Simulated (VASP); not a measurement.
# Li8Mg8H2N in VASP: a series of runs

Li8Mg8H2N is run at these levels: PBE; tasks: single point.

All numbers are computed with VASP 6.6.1; they aren't measurements. Logs are shortened: lines on timing, memory, paths and dates and some standing lists are left out, and cuts for length are marked.

## 1. The cell of the first run

The cell holds a slab with vacuum, 19 atoms: a = 6.217 Å, b = 6.217 Å, c = 21.538 Å, α = 90.00°, β = 90.00°, γ = 120.00°.

## 2. Single point, PBE

File INCAR:

```
PREC     = Accurate       # precision mode
ENCUT    = 520            # plane-wave cutoff, eV
EDIFF    = 1E-6           # SCF threshold, eV
ISMEAR   = -1             # smearing method
SIGMA    = 0.05           # smearing width, eV
LREAL    = Auto         
LASPH    = T              # aspherical terms in the spheres
NELM     = 80             # most SCF steps
ALGO     = Normal         # electronic algorithm
ISIF     = 2              # what is computed and relaxed
LWAVE    = F              # write WAVECAR
LCHARG   = F              # write CHGCAR
GGA      = PE             # functional
NBANDS   = 38             # bands
```

File KPOINTS:

```
regular mesh
0
Gamma
  2 2 1
```

File POSCAR:

```
Li8Mg8H2N
1.0
    6.2169950000      0.0000000000      0.0000000000
   -3.1084980000      5.3840760000      0.0000000000
    0.0000000000      0.0000000000     21.5382020000
Li Mg N H
8 8 1 2
Direct
    0.0000000000      0.0000000000      0.0464291309
    0.0001404545      0.0000557199      0.2827301926
    0.0000043527      0.4999929422      0.0464291309
   -0.0001039319      0.4999372223      0.2833105567
    0.5000004021      0.0000000000      0.0464291309
    0.5000407038      0.0002414528      0.2834823445
    0.4999886699      0.4999929422      0.0464291309
    0.5000380795      0.4997700627      0.2833616288
    0.3333558917      0.1666952695      0.1615223035
    0.3331975306      0.1667324161      0.3948704725
    0.3333002146      0.6666324918      0.1615455181
    0.3332401848      0.6665767719      0.3966022791
    0.8333494955      0.1667138428      0.1615315893
    0.8335660648      0.1668252826      0.3945686831
    0.8333074150      0.6666139185      0.1615223035
    0.8333513599      0.6666696384      0.3947683284
    0.3605023564      0.6984856826      0.5794773398
    0.5119516849      0.8164074950      0.6084491175
    0.2095588168      0.5815111079      0.6086998348
```

Potentials or basis: VASP PAW PBE potentials, release 64 (Li_sv, Mg, N, H).

The run is started by

```
$ cat potpaw_PBE.64/Li_sv/POTCAR potpaw_PBE.64/Mg/POTCAR potpaw_PBE.64/N/POTCAR potpaw_PBE.64/H/POTCAR > POTCAR
$ mpirun -np 1 vasp_std > vasp.out
```

OUTCAR:

```text
PREC = Accurate
   ENCUT = 520
   EDIFF = 1E-6
   ISMEAR = -1
   LREAL = Auto
   LASPH = T
   NELM = 80
   ISIF = 2
   GGA = PE

 ion  position               nearest neighbor table
   1  0.000  0.000  0.046-   9 3.06  15 3.06  13 3.06
   2  0.000  0.000  0.283-  14 3.00  16 3.01  10 3.01
   3  0.000  0.500  0.046-  15 3.06  13 3.06  11 3.06
   4  1.000  0.500  0.283-  14 2.99  16 3.00  12 3.03
   5  0.500  0.000  0.046-   9 3.06  13 3.06  11 3.06
   6  0.500  0.000  0.283-  14 2.99  10 3.00  12 3.03
   7  0.500  0.500  0.046-   9 3.06  15 3.06  11 3.06
   8  0.500  0.500  0.283-  16 3.00  10 3.00  12 3.03
   9  0.333  0.167  0.162-   7 3.06   5 3.06   1 3.06  15 3.11  11 3.11  13 3.11  13 3.11  11 3.11
                            15 3.11
  10  0.333  0.167  0.395-   6 3.00   8 3.00   2 3.01  14 3.11  12 3.11  16 3.11  16 3.11  12 3.11
                            14 3.11
  11  0.333  0.667  0.162-   3 3.06   7 3.06   5 3.06  13 3.11   9 3.11  15 3.11  15 3.11   9 3.11
                            13 3.11
  12  0.333  0.667  0.397-   6 3.03   8 3.03   4 3.03  14 3.11  10 3.11  16 3.11  16 3.11  10 3.11
                            14 3.11
  13  0.833  0.167  0.162-   3 3.06   5 3.06   1 3.06  15 3.11  11 3.11   9 3.11   9 3.11  11 3.11
                            15 3.11
  14  0.834  0.167  0.395-   6 2.99   4 2.99   2 3.00  10 3.11  12 3.11  16 3.11  16 3.11  10 3.11
                            12 3.11
  15  0.833  0.667  0.162-   3 3.06   7 3.06   1 3.06  13 3.11   9 3.11  11 3.11  11 3.11   9 3.11
                            13 3.11
  16  0.833  0.667  0.395-   8 3.00   4 3.00   2 3.01  14 3.11  10 3.11  12 3.11  10 3.11  14 3.11
                            12 3.11
  17  0.361  0.698  0.579-  18 1.06  19 1.06
  18  0.512  0.816  0.608-  17 1.06
  19  0.210  0.582  0.609-  17 1.06

  LATTYP: Found a hexagonal cell.
 ALAT       =     6.2169950000
 C/A-ratio  =     3.4644071613

  Lattice vectors:

 A1 = (   6.2169950000,   0.0000000000,   0.0000000000)
 A2 = (  -3.1084980000,   5.3840760000,   0.0000000000)
 A3 = (   0.0000000000,   0.0000000000,  21.5382020000)

Analysis of symmetry for initial positions (statically):
=====================================================================
 Subroutine PRICEL returns:
 Original cell was already a primitive cell.

 Routine SETGRP: Setting up the symmetry group for a
 hexagonal supercell.

 Subroutine GETGRP returns: Found  1 space group operations
 (whereof  1 operations were pure point group operations)
 out of a pool of 24 trial point group operations.

The static configuration has the point symmetry C_1 .

Analysis of symmetry for dynamics (positions and initial velocities):
=====================================================================
 Subroutine PRICEL returns:
 Original cell was already a primitive cell.

 Routine SETGRP: Setting up the symmetry group for a
 hexagonal supercell.

 Subroutine GETGRP returns: Found  1 space group operations
 (whereof  1 operations were pure point group operations)
 out of a pool of 24 trial point group operations.

The dynamic configuration has the point symmetry C_1 .

 Subroutine INISYM returns: Found  1 space group operations
 (whereof  1 operations are pure point group operations),
 and found     1 'primitive' translations

----------------------------------------------------------------------------------------

                                     Primitive cell

  volume of cell :     720.9434

  direct lattice vectors                    reciprocal lattice vectors
     6.216995000  0.000000000  0.000000000     0.160849414  0.092866460  0.000000000
    -3.108498000  5.384076000  0.000000000     0.000000000  0.185732891  0.000000000
     0.000000000  0.000000000 21.538202000     0.000000000  0.000000000  0.046429131

  length of vectors
     6.216995000  6.216995592 21.538202000     0.185732909  0.185732891  0.046429131

  position of ions in fractional coordinates (direct lattice)
     0.000000000  0.000000000  0.046429131
     0.000140454  0.000055720  0.282730193
     0.000004353  0.499992942  0.046429131
     0.999896068  0.499937222  0.283310557
     0.500000402  0.000000000  0.046429131
     0.500040704  0.000241453  0.283482345
[... 11 lines left out ...]
     0.511951685  0.816407495  0.608449118
     0.209558817  0.581511108  0.608699835

  ion indices of the primitive-cell ions
   primitive index   ion index
                 1           1
                 2           2
                 3           3
                 4           4
                 5           5
                 6           6
[... 11 lines left out ...]
                18          18
                19          19

----------------------------------------------------------------------------------------

 KPOINTS: regular mesh

Automatic generation of k-mesh.
 Grid dimensions read from file:
 generate k-points for:    2    2    1

 Generating k-lattice:

  Cartesian coordinates                     Fractional coordinates (reciprocal lattice)
     0.080424707  0.046433230  0.000000000     0.500000000  0.000000000  0.000000000
     0.000000000  0.092866445  0.000000000     0.000000000  0.500000000  0.000000000
     0.000000000  0.000000000  0.046429131     0.000000000  0.000000000  1.000000000

  Length of vectors
     0.092866454  0.092866445  0.046429131

  Shift w.r.t. Gamma in fractional coordinates (k-lattice)
     0.000000000  0.000000000  0.000000000

 Subroutine IBZKPT returns following result:
 ===========================================

 Found      4 irreducible k-points:

 Following reciprocal coordinates:
            Coordinates               Weight
  0.000000  0.000000  0.000000      1.000000
  0.500000 -0.000000  0.000000      1.000000
  0.000000  0.500000  0.000000      1.000000
  0.500000  0.500000  0.000000      1.000000
   k-points           NKPTS =      4   k-points in BZ     NKDIM =      4   number of bands    NBANDS=     38
   number of dos      NEDOS =    301   number of ions     NIONS =     19
   total plane-waves  NPLWV = 368640
   dimension x,y,z NGX =    48 NGY =   48 NGZ =  160
   dimension x,y,z NGXF=    96 NGYF=   96 NGZF=  320
   ions per type =               8   8   1   2
   NGX,Y,Z   is equivalent  to a cutoff of  12.84, 12.84, 12.35 a.u.
   NGXF,Y,Z  is equivalent  to a cutoff of  25.67, 25.67, 24.70 a.u.
 SYSTEM =  unknown system
   PREC   = accura    normal or accurate (medium, high low for compatibility)
   ISTART =      0    job   : 0-new  1-cont  2-samecut
   ICHARG =      2    charge: 1-file 2-atom 10-const
   ISPIN  =      1    spin polarized calculation?
   LNONCOLLINEAR =      F non collinear calculations
   LSORBIT =      F    spin-orbit coupling
   LASPH  =      T    aspherical Exc in radial PAW
   ENCUT  =  520.0 eV  38.22 Ry    6.18 a.u.  11.56 11.56 40.05*2*pi/ulx,y,z
   NELM   =     80;   NELMIN=  2; NELMDL= -5     # of ELM steps
   EDIFF  = 0.1E-05   stopping-criterion for ELM
   LREAL  =      T    real-space projection
   EDIFFG = 0.1E-04   stopping-criterion for IOM
   NSW    =      0    number of steps for IOM
   IBRION =     -1    ionic relax: 0-MD 1-quasi-New 2-CG
   NFREE  =      0    steps in history (QN), initial steepest desc. (CG)
   ISIF   =      2    stress and relaxation
   ISYM   =      2    0-nonsym 1-usesym 2-fastsym
   POTIM  = 0.5000    time-step for ionic-motion
   TEBEG  =    0.0;   TEEND  =   0.0 temperature during run
   PSTRESS=    0.0 pullay stress
   NELECT =      47.0000    total number of electrons
   NUPDOWN=      -1.0000    fix difference up-down
   EMIN   =  10.00;   EMAX   =-10.00  energy-range for DOS
   EFERMI =   0.00;   METHOD = LEGACY
   ISMEAR =    -1;   SIGMA  =   0.05  broadening in eV -4-tet -1-fermi 0-gaus
   EFERMI_NEDOS =   21; number of points for ismear=-14 and -15
   IALGO  =     38    algorithm
   IMIX   =      4    mixing-type and parameters
     AMIX     =   0.40;   BMIX     =  1.00
     AMIX_MAG =   1.60;   BMIX_MAG =  1.00
  volume/ion in A,a.u.               =      37.94       256.06
  Fermi-wavevector in a.u.,A,eV,Ry     =   0.658881  1.245105  5.906620  0.434124
  Thomas-Fermi vector in A             =   1.730842
   LORBIT       =      0    0 simple, 1 ext, 2 COOP (PROOUT), +10 PAW based schemes
   GGA     = PE    functional components
   LHFCALC =     F    Hartree Fock is set to
   AEXX    =    0.0000 exact exchange contribution
   IVDW    =     0    specifies the selected vdW correction
   LEPSILON=     F    determine dielectric tensor
   LRPA    =     F    only Hartree local field effects (RPA)
 non-spin polarized calculation
  energy-cutoff  :      520.00
  volume of cell :      720.94
 maximum number of plane-waves:     19503
 NGX is ok and might be reduce to    48
   NGX = 23   NGY = 23   NGZ = 81

 number of electron      46.9999963 magnetization

 Free energy of the ion-electron system (eV)
  ---------------------------------------------------
  ext. energy  EPLUGINS =         0.00000000
  ---------------------------------------------------
  free energy    TOTEN  =       -38.83141075 eV

  energy without entropy =      -38.63853631  energy(sigma->0) =      -38.73497353

 E-fermi :  -1.3532     XC(G=0):  -4.8985

 val. band max:       -1.3752158910   @ k =   0.0000   0.0000   0.0000
 cond. band min:      -1.3432924376   @ k =   0.5000  -0.0000   0.0000
 fundamental gap:      0.0319234534
 Fermi energy:        -1.3531509615

 k-point     1 :       0.0000    0.0000    0.0000
  band No.  band energies     occupation
      1     -48.3515      2.00000
      2     -48.3448      2.00000
      3     -48.3323      2.00000
      4     -48.3173      2.00000
      5     -47.7605      2.00000
      6     -47.7536      2.00000
[... 27 lines left out ...]
     34       1.5147      0.00000
     35       1.5164      0.00000

 k-point     2 :       0.5000   -0.0000    0.0000
  band No.  band energies     occupation
      1     -48.3504      2.00000
      2     -48.3446      2.00000
      3     -48.3332      2.00000
      4     -48.3175      2.00000
      5     -47.7586      2.00000
      6     -47.7535      2.00000
[... 27 lines left out ...]
     34       1.8911      0.00000
     35       2.1074      0.00000

 k-point     3 :       0.0000    0.5000    0.0000
  band No.  band energies     occupation
      1     -48.3494      2.00000
      2     -48.3462      2.00000
      3     -48.3324      2.00000
      4     -48.3177      2.00000
      5     -47.7568      2.00000
      6     -47.7564      2.00000
[... 27 lines left out ...]
     34       1.8892      0.00000
     35       2.1070      0.00000

 k-point     4 :       0.5000    0.5000    0.0000
  band No.  band energies     occupation
      1     -48.3492      2.00000
      2     -48.3465      2.00000
      3     -48.3324      2.00000
      4     -48.3177      2.00000
      5     -47.7570      2.00000
      6     -47.7563      2.00000
[... 27 lines left out ...]
     34       1.8900      0.00000
     35       2.0998      0.00000
 [bands above 35 left out]

------------------------ aborting loop because EDIFF is reached ----------------------------------------

  FORCE on cell =-STRESS in cart. coord.  units (eV):
  Direction    XX          YY          ZZ          XY          YZ          ZX
  --------------------------------------------------------------------------------------
  -------------------------------------------------------------------------------------
  Total        2.2978483      2.1712002     -6.6276344     -0.8387186     -0.0190730      0.0044082
  in kB        5.1065876      4.8251332    -14.7288210     -1.8639133     -0.0423867      0.0097966
  external PRESSURE =      -1.5990334 kB  Pullay stress =       0.0000000 kB

 VOLUME and BASIS-vectors are now :
 -----------------------------------------------------------------------------
  energy-cutoff  :      520.00
  volume of cell :      720.94
      direct lattice vectors                 reciprocal lattice vectors
     6.216995000  0.000000000  0.000000000     0.160849414  0.092866460  0.000000000
    -3.108498000  5.384076000  0.000000000     0.000000000  0.185732891  0.000000000
     0.000000000  0.000000000 21.538202000     0.000000000  0.000000000  0.046429131

 POSITION                                       TOTAL-FORCE (eV/Angst)
 -----------------------------------------------------------------------------------
      0.00000      0.00000      1.00000        -0.006124      0.001694      0.185316
      0.00070      0.00030      6.08950         0.001980     -0.000884     -0.078138
     -1.55420      2.69200      1.00000        -0.009277     -0.010697      0.178793
      4.66230      2.69170      6.10200         0.007339      0.006136     -0.070369
      3.10850      0.00000      1.00000         0.006197      0.012221      0.174357
      3.10800      0.00130      6.10570        -0.002391     -0.007995     -0.065293
[... 11 lines left out ...]
      0.64500      4.39560     13.10490        -0.708458     -0.782717     -0.381940
     -0.50480      3.13090     13.11030         0.708610      0.782043     -0.386890
 -----------------------------------------------------------------------------------
    total drift:                               -0.000856     -0.000091     -0.015247

  FREE ENERGIE OF THE ION-ELECTRON SYSTEM (eV)
  ---------------------------------------------------
  free  energy   TOTEN  =       -38.8314107526 eV

  energy  without entropy=      -38.6385363098  energy(sigma->0) =      -38.73497353
```

Run time: 4.3 min. Hardware: 1 thread of Intel Xeon Platinum 8259CL at 2.50GHz (Skylake/Cascade Lake), shared host; peak memory 0.77 GiB.

Results:

```
Free energy            : -38.8314 eV
Largest force          : 1.124 eV/Å
Band gap on the k mesh : zero (an odd number of electrons rules out a gap without spin polarisation)
```

Forces in eV/Å, atoms in the order of the input:
```
Li  -0.006  0.002  0.185
Li   0.002 -0.001 -0.078
Li  -0.009 -0.011  0.179
Li   0.007  0.006 -0.070
Li   0.006  0.012  0.174
Li  -0.002 -0.008 -0.065
Li   0.009 -0.004  0.174
Li  -0.007  0.003 -0.066
Mg   0.000 -0.001 -0.023
Mg  -0.004 -0.003 -0.013
Mg  -0.001  0.000 -0.020
Mg  -0.004  0.003  0.162
Mg   0.000  0.000 -0.023
Mg   0.002  0.005 -0.036
Mg   0.001  0.000 -0.024
Mg   0.005  0.001 -0.022
N    0.000 -0.005  0.335
H   -0.708 -0.783 -0.382
H    0.709  0.782 -0.387
```

Levels at points of the mesh, in eV from the Fermi level:
```tsv
k point	band 18	band 19	band 20	band 21	band 22	band 23	band 24	band 25	band 26	band 27
(0.00, 0.00, 0.00)	-0.85	-0.41	-0.41	-0.41	-0.28	-0.28	-0.27	-0.10	-0.02	0.03
(0.50, 0.00, 0.00)	-1.47	-1.44	-1.24	-1.23	-0.06	0.01	0.04	0.49	0.49	1.09
(0.00, 0.50, 0.00)	-1.47	-1.44	-1.24	-1.23	-0.11	0.04	0.04	0.49	0.49	1.10
(0.50, 0.50, 0.00)	-1.47	-1.44	-1.24	-1.23	-0.16	0.04	0.06	0.49	0.49	1.10
```

Caveat: the k points lie up to 0.58 Å⁻¹ apart, too coarse for converged energies and pressures of a metal; the cutoff is under 1.25 times the usual one of these potentials, so pressure, stress and relaxed cells hold a basis-set (Pulay) error; there is no dipole correction, which matters where the two faces differ.

(Continued in part 2 of 2.)

The gap in the log of VASP goes by the Fermi energy; the results here count the filled bands.